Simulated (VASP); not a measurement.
Crystal: CdSe (Cadmoselite).

```
CELL_PARAMETERS angstrom
4.38434 0.00000 0.00000
-2.19217 3.79695 0.00000
0.00000 0.00000 7.15768
ATOMIC_POSITIONS crystal
Cd 0.66667 0.33333 0.50000
Cd 0.33333 0.66667 0.00000
Se 0.66667 0.33333 0.88500
Se 0.33333 0.66667 0.38500
```

Base run:

```yaml
Program: VASP 6.6.1
Functional: PBE exchange alone
Potentials_or_basis: VASP PAW PBE potentials, release 64 (Cd, Se)
Cutoff: 520 eV
k_mesh: 7 × 7 × 4
Occupations: fermi-dirac, width 0.05 eV
Spin: no spin polarisation
```

Its results: band gap on the k mesh 0.52 eV, direct; pressure 7.4 GPa; largest force 0.282 eV/Å.

The run is repeated on the same cell with these changes: functional from PBE exchange alone to PBEsol. What comes out?

Band gap on the k mesh 0.46 eV, direct; pressure -2.2 GPa; largest force 0.218 eV/Å.

Caveats: the PAW data sets were made with another functional, which shifts forces and pressure a little (some runs).

